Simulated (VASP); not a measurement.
Input of a VASP 6.6.1 run:

File INCAR:

```
SYSTEM = PbS
ALGO     = Normal         ! electronic algorithm
EDIFF    = 1E-7           ! SCF threshold, eV
ENCUT    = 520            ! plane-wave cutoff, eV
GGA      = PE             ! functional
ISIF     = 2              ! what is computed and relaxed
ISMEAR   = -1             ! smearing method
LASPH    = .TRUE.         ! aspherical terms in the spheres
LCHARG   = .TRUE.         ! write CHGCAR
LELF     = .TRUE.         ! ELF
LREAL    = .FALSE.        ! projectors in reciprocal space
LVHAR    = .TRUE.       
LWAVE    = .FALSE.        ! write WAVECAR
NBANDS   = 17             ! bands
NELM     = 100            ! most SCF steps
PREC     = Accurate       ! precision mode
SIGMA    = 0.05           ! smearing width, eV
```

File KPOINTS:

```
k-points
0
G
  8 8 7
  0 0 0
```

POSCAR

```
PbS
1.0
    4.1435156701      0.0000000000      0.0000000000
   -2.0717578350      3.5883898313      0.0000000000
    0.0000000000      0.0000000000      3.8380170193
Pb S
1 1
Direct
    0.0000000000      0.0000000000      0.0000000000
    0.6666666667      0.3333333333      0.5000000000
```

Potentials or basis: VASP PAW PBE potentials, release 64 (Pb_d, S).

The run is started by

```console
$ cat potpaw_PBE.64/Pb_d/POTCAR potpaw_PBE.64/S/POTCAR > POTCAR
$ mpirun -np 1 vasp_std > vasp.out
```

Question: Predict the pressure.

Answer: -1.9 GPa.

Question: What does it give for the band gap on the k mesh?

Answer: 0.36 eV, indirect (least direct gap 1.63 eV).

Stress tensor (GPa, compression positive):
```
-1.65  0.00  0.00
 0.00 -1.65  0.00
 0.00  0.00 -2.30
```

Caveat: spin-orbit coupling is left out, which moves the levels of the heavy elements. A k mesh can miss the band edges.
